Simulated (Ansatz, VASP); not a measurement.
## Ni in VASP and in Ansatz

```
Ni
1.0
    -1.38372    1.38372    1.38372
     1.38372   -1.38372    1.38372
     1.38372    1.38372   -1.38372
Ni
1
Direct
  0.00000 0.00000 0.00000
```

Alike in both runs: task single point; functional PBEsol; k mesh 11 × 11 × 11; occupations fermi-dirac, width 0.05 eV; collinear spin; fixed moment 0.8 μB.

|  | VASP | Ansatz |
| --- | --- | --- |
| version | VASP 6.6.1 | Ansatz 0.2.0 |
| potentials or method | VASP PAW PBE potentials, release 64 (Ni) | Ansatz PAW |
| plane-wave cutoff (eV) | 520 | 420 |
| valence electrons in the cell | 10 | 18 |

|  | VASP | Ansatz | Ansatz less VASP |
| --- | --- | --- | --- |
| pressure (GPa) | -0.4 | -0.4 | 0.00 |
| net moment per atom (μB) | 0.80 | 0.80 | 0.000 |
| size of the moment on the site where the two differ most (μB) | 0.80 | 0.82 | +0.019 |

VASP's potentials were made for PBE, not for PBEsol. Site moments also hang on the region over which each program counts them. VASP's potentials hold 10 valence electrons a cell and Ansatz's 18, so a difference there can come from the potentials and not from the codes.
